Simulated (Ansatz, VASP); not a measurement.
**One calculation of TiTe2, two programs**

Contents of INCAR:

```
ALGO     = Normal         # electronic algorithm
EDIFF    = 1E-8           # SCF threshold, eV
ENCUT    = 400            # plane-wave cutoff, eV
GGA      = PE             # functional
GGA_COMPAT= F            
ISIF     = 2              # what is computed and relaxed
ISMEAR   = -1             # smearing method
LASPH    = T              # aspherical terms in the spheres
LCHARG   = F              # write CHGCAR
LEFG     = T            
LREAL    = F              # projectors in reciprocal space
LWAVE    = F              # write WAVECAR
NBANDS   = 19             # bands
NELM     = 120            # most SCF steps
PREC     = Accurate       # precision mode
SIGMA    = 0.02           # smearing width, eV
```

KPOINTS

```
k-points
0
Gamma
  9 9 5
```

POSCAR

```
TiTe2
1.0
    3.7770000000      0.0000000000      0.0000000000
   -1.8885000000      3.2709779501      0.0000000000
    0.0000000000      0.0000000000      6.4980000000
Ti Te
1 2
Direct
    0.0000000000      0.0000000000      0.0000000000
    0.6666666667      0.3333333333      0.2628000000
    0.3333333333      0.6666666667      0.7372000000
```

Input for Ansatz:

```yaml
crystal:
  lattice:
    - [3.777, 0.0, 0.0]
    - [-1.8885, 3.2709779501, 0.0]
    - [0.0, 0.0, 6.498]
  atoms:
    - { symbol: Ti, position: [0.0, 0.0, 0.0] }
    - { symbol: Te, position: [0.6666666667, 0.3333333333, 0.2628] }
    - { symbol: Te, position: [0.3333333333, 0.6666666667, 0.7372] }
kpoints:
  mp_grid: { grid: [9, 9, 5] }
scf:
  occupations: { method: fermi_dirac, width: 0.02 }
hamiltonian:
  xc: pbe
  pseudopotentials: { kind: paw }
output:
  forces: true
  stress: true
  populations: true
  efg: { quadrupole_moments_barn: { Ti: 0.247 }, contact_densities: true }
```

Alike in both runs: task electric field gradients; functional PBE; k mesh 9 × 9 × 5; occupations fermi-dirac, width 0.02 eV; no spin polarisation.

|  | VASP | Ansatz |
| --- | --- | --- |
| version | VASP 6.6.1 | Ansatz 0.2.0 |
| potentials or method | VASP PAW PBE potentials, release 64 (Ti_sv, Te) | plane-wave PAW, scalar-relativistic |
| plane-wave cutoff (eV) | 400 | 420 |
| valence electrons in the cell | 24 | 44 |

```csv
,VASP,Ansatz,Ansatz less VASP
pressure (GPa),0.8,0.9,+0.13
"traceless stress, the component that is largest in VASP (GPa)",0.54,0.54,+0.001
rms of the force components (eV/Å),0.016,0.011,-0.0051
size of Vzz on the site where it differs most (V/Å²),53.9,57.6,+3.67
```

Atom by atom the forces differ by 0.005 eV/Å (rms over components). VASP's potentials hold 24 valence electrons a cell and Ansatz's 44, so a difference there can come from the potentials and not from the codes.

Spin-orbit coupling is off throughout.
